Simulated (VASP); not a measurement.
# CdS (P3m1) in VASP: further runs

The runs below take CdS through single point, with PBEsol.

Program: VASP 6.6.1. These are calculated values, not measurements. Logs are shortened: lines on timing, memory, paths and dates and some standing lists are left out, and cuts for length are marked.

**1. The cell of the first run**

It takes space group P3m1 (No. 156, trigonal). Conventional cell: a = 4.261 Å, b = 4.261 Å, c = 5.804 Å, α = 90.00°, β = 90.00°, γ = 120.00°. Within 3.2 Å of Cd (site symmetry 3m) lie 3 S at 2.46 Å. S (site symmetry 3m) has 3 Cd at 2.46 Å within 3.2 Å.

**2. Single point, PBEsol**

Contents of INCAR:

```
SYSTEM = CdS
PREC = Accurate
ENCUT = 520
EDIFF = 1E-6
ISMEAR = 0
SIGMA = 0.01
LREAL = .FALSE.
LASPH = .TRUE.
NELM = 80
ALGO = Normal
ISIF = 2
LWAVE = .FALSE.
LCHARG = .FALSE.
GGA = PS
NBANDS = 16
```

Contents of KPOINTS:

```
Automatic mesh
0
G
  6 6 4
  0 0 0
```

Contents of POSCAR:

```
CdS
1.0
    4.2611700000      0.0000000000      0.0000000000
   -2.1305850000      3.6902810000      0.0000000000
    0.0000000000      0.0000000000      5.8041730000
Cd S
1 1
Direct
    0.0000000000      0.0000000000      0.4426920000
    0.6666666667      0.3333333333      0.4343080000
```

Potentials or basis: VASP PAW PBE potentials, release 64 (Cd, S).

Run with:

```
$ cat potpaw_PBE.64/Cd/POTCAR potpaw_PBE.64/S/POTCAR > POTCAR
$ mpirun -np 1 vasp_std > vasp.out
```

OUTCAR:

```text
SYSTEM = CdS
   PREC = Accurate
   ENCUT = 520
   EDIFF = 1E-6
   ISMEAR = 0
   LREAL = .FALSE.
   LASPH = .TRUE.
   NELM = 80
   ISIF = 2
   GGA = PS

 ion  position               nearest neighbor table
   1  0.000  0.000  0.443-   2 2.46   2 2.46   2 2.46
   2  0.667  0.333  0.434-   1 2.46   1 2.46   1 2.46

  LATTYP: Found a hexagonal cell.
 ALAT       =     4.2611700000
 C/A-ratio  =     1.3621078248

  Lattice vectors:

 A1 = (   4.2611700000,   0.0000000000,   0.0000000000)
 A2 = (  -2.1305850000,   3.6902810000,   0.0000000000)
 A3 = (   0.0000000000,   0.0000000000,   5.8041730000)

Analysis of symmetry for initial positions (statically):
=====================================================================
 Subroutine PRICEL returns:
 Original cell was already a primitive cell.

 Routine SETGRP: Setting up the symmetry group for a
 hexagonal supercell.

 Subroutine GETGRP returns: Found  6 space group operations
 (whereof  6 operations were pure point group operations)
 out of a pool of 24 trial point group operations.

The static configuration has the point symmetry C_3v.

Analysis of symmetry for dynamics (positions and initial velocities):
=====================================================================
 Subroutine PRICEL returns:
 Original cell was already a primitive cell.

 Routine SETGRP: Setting up the symmetry group for a
 hexagonal supercell.

 Subroutine GETGRP returns: Found  6 space group operations
 (whereof  6 operations were pure point group operations)
 out of a pool of 24 trial point group operations.

The dynamic configuration has the point symmetry C_3v.

 Subroutine INISYM returns: Found  6 space group operations
 (whereof  6 operations are pure point group operations),
 and found     1 'primitive' translations

----------------------------------------------------------------------------------------

                                     Primitive cell

  volume of cell :      91.2701

  direct lattice vectors                    reciprocal lattice vectors
     4.261170000  0.000000000  0.000000000     0.234677330  0.135491037  0.000000000
    -2.130585000  3.690281000  0.000000000     0.000000000  0.270982074  0.000000000
     0.000000000  0.000000000  5.804173000     0.000000000  0.000000000  0.172289834

  length of vectors
     4.261170000  4.261169593  5.804173000     0.270982048  0.270982074  0.172289834

  position of ions in fractional coordinates (direct lattice)
     0.000000000  0.000000000  0.442692000
     0.666666667  0.333333333  0.434308000

  ion indices of the primitive-cell ions
   primitive index   ion index
[... 74 lines left out ...]
   LREAL  =      F    real-space projection
   EDIFFG = 0.1E-04   stopping-criterion for IOM
   NSW    =      0    number of steps for IOM
   IBRION =     -1    ionic relax: 0-MD 1-quasi-New 2-CG
   NFREE  =      0    steps in history (QN), initial steepest desc. (CG)
   ISIF   =      2    stress and relaxation
   ISYM   =      2    0-nonsym 1-usesym 2-fastsym
   POTIM  = 0.5000    time-step for ionic-motion
   TEBEG  =    0.0;   TEEND  =   0.0 temperature during run
   PSTRESS=    0.0 pullay stress
   NELECT =      18.0000    total number of electrons
   NUPDOWN=      -1.0000    fix difference up-down
   EMIN   =  10.00;   EMAX   =-10.00  energy-range for DOS
   EFERMI =   0.00;   METHOD = LEGACY
   ISMEAR =     0;   SIGMA  =   0.01  broadening in eV -4-tet -1-fermi 0-gaus
   EFERMI_NEDOS =   21; number of points for ismear=-14 and -15
   IALGO  =     38    algorithm
   IMIX   =      4    mixing-type and parameters
     AMIX     =   0.40;   BMIX     =  1.00
     AMIX_MAG =   1.60;   BMIX_MAG =  1.00
  volume/ion in A,a.u.               =      45.64       307.96
  Fermi-wavevector in a.u.,A,eV,Ry     =   0.952919  1.800756 12.354841  0.908055
  Thomas-Fermi vector in A             =   2.081527
   LORBIT       =      0    0 simple, 1 ext, 2 COOP (PROOUT), +10 PAW based schemes
   GGA     = PS    functional components
   LHFCALC =     F    Hartree Fock is set to
   AEXX    =    0.0000 exact exchange contribution
   IVDW    =     0    specifies the selected vdW correction
   LEPSILON=     F    determine dielectric tensor
   LRPA    =     F    only Hartree local field effects (RPA)
 non-spin polarized calculation
 Gauss-broadening in eV      SIGMA  =   0.01
  energy-cutoff  :      520.00
  volume of cell :       91.27
 maximum number of plane-waves:      2490
   NGX = 15   NGY = 15   NGZ = 21

 number of electron      18.0000002 magnetization

 Free energy of the ion-electron system (eV)
  ---------------------------------------------------
  ext. energy  EPLUGINS =         0.00000000
  ---------------------------------------------------
  free energy    TOTEN  =        -6.17108665 eV

  energy without entropy =       -6.17108665  energy(sigma->0) =       -6.17108665

 E-fermi :  -2.1273     XC(G=0):  -6.1866

 val. band max:       -2.1981919014   @ k =   0.0000   0.0000   0.5000
 cond. band min:      -0.7804409182   @ k =   0.0000   0.0000   0.0000
 fundamental gap:      1.4177509833
 Fermi energy:        -2.1272693431

 k-point     1 :       0.0000    0.0000    0.0000
  band No.  band energies     occupation
      1     -13.7997      2.00000
      2      -9.8402      2.00000
      3      -9.8402      2.00000
      4      -9.3178      2.00000
      5      -9.3178      2.00000
      6      -9.1054      2.00000
[... 433 lines left out ...]
      3      -9.5161      2.00000
      4      -9.4195      2.00000
      5      -9.3590      2.00000
      6      -8.7575      2.00000
[... 8 lines left out ...]
     15       7.2916      0.00000
     16       8.6542      0.00000

------------------------ aborting loop because EDIFF is reached ----------------------------------------

  FORCE on cell =-STRESS in cart. coord.  units (eV):
  Direction    XX          YY          ZZ          XY          YZ          ZX
  --------------------------------------------------------------------------------------
  -------------------------------------------------------------------------------------
  Total       -1.1041498     -1.1041495     -0.0051160      0.0000000      0.0000000      0.0000000
  in kB      -19.3825066    -19.3825016     -0.0898074      0.0000000      0.0000000      0.0000000
  external PRESSURE =     -12.9516052 kB  Pullay stress =       0.0000000 kB

 VOLUME and BASIS-vectors are now :
 -----------------------------------------------------------------------------
  energy-cutoff  :      520.00
  volume of cell :       91.27
      direct lattice vectors                 reciprocal lattice vectors
     4.261170000  0.000000000  0.000000000     0.234677330  0.135491037  0.000000000
    -2.130585000  3.690281000  0.000000000     0.000000000  0.270982074  0.000000000
     0.000000000  0.000000000  5.804173000     0.000000000  0.000000000  0.172289834

 POSITION                                       TOTAL-FORCE (eV/Angst)
 -----------------------------------------------------------------------------------
      0.00000      0.00000      2.56946        -0.000000     -0.000000     -0.013974
      2.13059      1.23009      2.52080         0.000000      0.000000      0.013974
 -----------------------------------------------------------------------------------
    total drift:                                0.000001      0.000005      0.000033

  FREE ENERGIE OF THE ION-ELECTRON SYSTEM (eV)
  ---------------------------------------------------
  free  energy   TOTEN  =        -6.1710866469 eV

  energy  without entropy=       -6.1710866469  energy(sigma->0) =       -6.17108665
```

It took 19 s on 1 thread of Intel Xeon Platinum 8488C (Sapphire Rapids), shared host; peak memory 0.22 GiB.

What came out:

- Free energy: -6.1711 eV
- Pressure: -1.3 GPa
- Largest force: 0.014 eV/Å
- Band gap on the k mesh: 1.42 eV, indirect (the least direct gap lies 4.2 meV higher)

Forces on the atoms (eV/Å):
```
Cd   0.000  0.000 -0.014
S    0.000  0.000  0.014
```

Stress tensor (GPa, compression positive):
```
-1.94  0.00  0.00
 0.00 -1.94  0.00
 0.00  0.00 -0.01
```

Levels at points of the mesh, in eV from the valence-band top:
```csv
k point,band 6,band 7,band 8,band 9,band 10,band 11,band 12,band 13
"(0.00, 0.00, 0.00)",-6.91,-1.05,0.00,0.00,1.42,5.68,6.85,6.85
"(0.50, 0.00, 0.00)",-6.74,-3.63,-1.32,-0.15,3.64,5.12,6.83,7.51
"(0.00, 0.00, 0.50)",-6.90,-1.26,0.00,0.00,1.68,5.14,6.90,6.90
"(0.50, 0.00, 0.50)",-6.74,-3.60,-1.31,-0.25,3.79,4.27,7.86,7.96
```

Caveat: the PAW data sets were made with another functional, which shifts forces and pressure a little.

**3. Single point, PBEsol, non-collinear spin, zero start, spin-orbit coupling**

Contents of INCAR:

```
ALGO = Normal
EDIFF = 1E-6
ENCUT = 520
GGA = PS
GGA_COMPAT = False
ISIF = 2
ISMEAR = 0
LASPH = True
LCHARG = False
LNONCOLLINEAR = True
LORBIT = 11
LORBMOM = True
LREAL = False
LSORBIT = True
LWAVE = False
MAGMOM = 0 0 0 0 0 0
NBANDS = 30
NELM = 150
PREC = Accurate
SIGMA = 0.01
```

Contents of KPOINTS:

```
k-points
0
Gamma
  6 6 4
```

POSCAR is that of step 2.

Potentials or basis: VASP PAW PBE potentials, release 64 (Cd, S).

Run with:

```
$ cat potpaw_PBE.64/Cd/POTCAR potpaw_PBE.64/S/POTCAR > POTCAR
$ mpirun -np 1 vasp_ncl > vasp.out
```

OUTCAR:

```text
EDIFF = 1E-6
   ENCUT = 520
   GGA = PS
   ISIF = 2
   ISMEAR = 0
   LASPH = True
   LNONCOLLINEAR = True
   LORBIT = 11
   LREAL = False
   LSORBIT = True
   NELM = 150
   PREC = Accurate

 ion  position               nearest neighbor table
   1  0.000  0.000  0.443-   2 2.46   2 2.46   2 2.46
   2  0.667  0.333  0.434-   1 2.46   1 2.46   1 2.46

  LATTYP: Found a hexagonal cell.
 ALAT       =     4.2611700000
 C/A-ratio  =     1.3621078248

  Lattice vectors:
[... 1085 lines left out ...]
     0.0000000     0.0000000     0.0000000     0.0000000     0.0000000
     0.0000000     0.0000000     0.0000000     0.0000000     0.0000000
     0.0000000     0.0000000     0.0000000     0.0000000     0.0000000
     0.0000000     0.0000000     0.0000000     0.0000000     0.0000000
 l=   3
     0.0000000     0.0000000     0.0000000     0.0000000     0.0000000     0.0000000     0.0000000
     0.0000000     0.0000000     0.0000000     0.0000000     0.0000000     0.0000000     0.0000000
     0.0000000     0.0000000     0.0000000     0.0000000     0.0000000     0.0000000     0.0000000
     0.0000000     0.0000000     0.0000000     0.0000000     0.0000000     0.0000000     0.0000000
     0.0000000     0.0000000     0.0000000     0.0000000     0.0000000     0.0000000     0.0000000
     0.0000000     0.0000000     0.0000000     0.0000000     0.0000000     0.0000000     0.0000000
     0.0000000     0.0000000     0.0000000     0.0000000     0.0000000     0.0000000     0.0000000

 total charge

# of ion       s       p       d       tot
------------------------------------------
    1        0.455   0.297   9.551  10.303
    2        1.310   2.370   0.000   3.680
--------------------------------------------------
tot          1.765   2.667   9.551  13.983

 magnetization (x)

# of ion       s       p       d       tot
------------------------------------------
    1        0.000   0.000   0.000   0.000
    2        0.000   0.000   0.000   0.000
--------------------------------------------------
tot          0.000   0.000   0.000   0.000

 magnetization (y)

# of ion       s       p       d       tot
------------------------------------------
    1        0.000   0.000   0.000   0.000
    2        0.000   0.000   0.000   0.000
--------------------------------------------------
tot          0.000   0.000   0.000   0.000

 magnetization (z)

# of ion       s       p       d       tot
------------------------------------------
    1       -0.000   0.000  -0.000   0.000
    2        0.000   0.000   0.000   0.000
--------------------------------------------------
tot         -0.000   0.000  -0.000   0.000
```

stdout:

```text
POSCAR found type information on POSCAR CdS
 POSCAR found :  2 types and       2 ions
 scaLAPACK will be used
 -----------------------------------------------------------------------------
|                                                                             |
|                                                                             |
|     You enforced a specific xc type in the INCAR file but a different       |
|     I HOPE YOU KNOW WHAT YOU ARE DOING!                                     |
|                                                                             |
 -----------------------------------------------------------------------------

 LDA part: xc-table for (Slater+PW92), standard interpolation
 POSCAR, INCAR and KPOINTS ok, starting setup
 FFT: planning ... GRIDC
 FFT: planning ... GRID_SOFT
 FFT: planning ... GRID
 WAVECAR not read
 entering main loop
```

It took 2.3 min on 1 thread of Intel Xeon Platinum 8488C (Sapphire Rapids), shared host; peak memory 0.48 GiB.

Results:

```
Free energy                                           : -6.2005 eV
Pressure                                              : -1.3 GPa
Largest force                                         : 0.014 eV/Å
Net moment                                            : 0.00 μB per cell
Valence electrons inside the program's atomic spheres : Cd 10.30; S 3.68
```

Forces on the atoms (eV/Å):
```
Cd   0.000  0.000 -0.014
S    0.000  0.000  0.014
```

Moments on the atoms (μB; x, y, z):
```
Cd  0.00 0.00 0.00
S   0.00 0.00 0.00
```

Caveat: the PAW data sets were made with another functional, which shifts forces and pressure a little.
